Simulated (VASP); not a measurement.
# ZnSe (Stilleite): single point with r2SCAN

The system is ZnSe (Stilleite).

```
Zn Se
1.0
     0.00000    2.88875    2.88875
     2.88875    0.00000    2.88875
     2.88875    2.88875    0.00000
Zn Se
1 1
Direct
  0.00000 0.00000 0.00000
  0.25000 0.25000 0.25000
```

| Quantity | Value |
| --- | --- |
| Program | VASP 6.6.1 |
| Task | single point |
| Functional | r2SCAN |
| Potentials or basis | VASP PAW PBE potentials, release 64 (Zn, Se) |
| Cutoff | 520 eV |
| k mesh | 8 × 8 × 8 |
| Occupations | fermi-dirac, width 0.02 eV |
| Spin | no spin polarisation |
| Dipole correction | no |
| Further INCAR settings | ALGO = Normal; EDIFF = 1e-06; NBANDS = 16 |

- Pressure: -3.3 GPa
- Band gap on the k mesh: 1.62 eV, direct

Levels at points of the mesh, in eV from the valence-band top:
```csv
k point,band 5,band 6,band 7,band 8,band 9,band 10,band 11,band 12,band 13,band 14
"(0.00, 0.00, 0.00)",-6.15,-6.15,0.00,0.00,0.00,1.62,6.33,6.33,6.33,10.33
"(0.50, 0.00, 0.00)",-6.14,-6.02,-4.93,-0.80,-0.80,2.94,6.87,6.87,8.89,11.39
"(0.50, 0.50, 0.00)",-6.11,-6.00,-4.54,-2.03,-2.03,3.46,3.86,11.06,11.66,11.66
```

Wall time 2.4 min on 1 thread of Intel(R) Xeon(R) Platinum 8488C (Sapphire Rapids), with other jobs on the host, peak memory 0.18 GiB.

Caveat: the PAW data sets were made with another functional, which shifts forces and pressure a little. r2SCAN opens gaps a little over a GGA but as a rule still falls short of measured ones.
